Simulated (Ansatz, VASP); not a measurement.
Two plane-wave programs on C

Contents of INCAR:

```
ALGO = Normal ; EDIFF = 1E-6
ENCUT = 520 ; GGA = RE
ISIF = 2 ; ISMEAR = -1
IVDW = 13 ; LASPH = True
LCHARG = False ; LREAL = False
LWAVE = False ; NBANDS = 26
NELM = 80 ; PREC = Accurate
SIGMA = 0.05
```

File KPOINTS:

```
k-points
0
Gamma
  12 12 4
```

Contents of POSCAR:

```
C
1.0
    2.5388031358      0.0000000000      0.0000000000
   -1.2694015679      2.1986680108      0.0000000000
    0.0000000000      0.0000000000      8.2916519209
C
8
Direct
    0.6666666667      0.3333333333      0.8437500000
    0.3333333333      0.6666666667      0.3437500000
    0.6666666667      0.3333333333      0.6562500000
    0.3333333333      0.6666666667      0.1562500000
    0.0000000000      0.0000000000      0.9062500000
    0.0000000000      0.0000000000      0.4062500000
    0.0000000000      0.0000000000      0.5937500000
    0.0000000000      0.0000000000      0.0937500000
```

input.yaml

```yaml
crystal:
  lattice:
    - [2.5388031358, 0.0, 0.0]
    - [-1.2694015679, 2.1986680108, 0.0]
    - [0.0, 0.0, 8.2916519209]
  atoms:
    - { symbol: C, position: [0.6666666667, 0.3333333333, 0.84375] }
    - { symbol: C, position: [0.3333333333, 0.6666666667, 0.34375] }
    - { symbol: C, position: [0.6666666667, 0.3333333333, 0.65625] }
    - { symbol: C, position: [0.3333333333, 0.6666666667, 0.15625] }
    - { symbol: C, position: [0.0, 0.0, 0.90625] }
    - { symbol: C, position: [0.0, 0.0, 0.40625] }
    - { symbol: C, position: [0.0, 0.0, 0.59375] }
    - { symbol: C, position: [0.0, 0.0, 0.09375] }
hamiltonian:
  xc: revpbe
  pseudopotentials: { kind: paw }
  dispersion: d4
kpoints:
  mp_grid: { grid: [12, 12, 4] }
scf:
  occupations: { method: fermi_dirac, width: 0.05 }
output:
  forces: true
  stress: true
  eigenvalues: true
```

Alike in both runs: task single point; functional revPBE; dispersion D4; k mesh 12 × 12 × 4; occupations fermi-dirac, width 0.05 eV; no spin polarisation.

|  | VASP | Ansatz |
| --- | --- | --- |
| version | VASP 6.6.1 | Ansatz 0.2.0 |
| potentials or method | VASP PAW PBE potentials, release 64 (C) | Ansatz PAW |
| plane-wave cutoff (eV) | 520 | 420 |
| valence electrons in the cell | 32 | 32 |

Ansatz gave:

```
gap on the k mesh at the Fermi level (eV)                     : 4.37
least direct gap on the mesh (eV)                             : 5.15
pressure (GPa)                                                : -14.1
traceless stress, the component that is largest in VASP (GPa) : 7.81
rms of the force components (eV/Å)                            : 0.181
```

Which values does VASP return?

gap on the k mesh at the Fermi level (eV): 4.36; least direct gap on the mesh (eV): 5.14; pressure (GPa): -13.6; traceless stress, the component that is largest in VASP (GPa): 7.81; rms of the force components (eV/Å): 0.181.

VASP's potentials were made for PBE, not for revPBE. Atom by atom the forces differ by 0.002 eV/Å (rms over components).
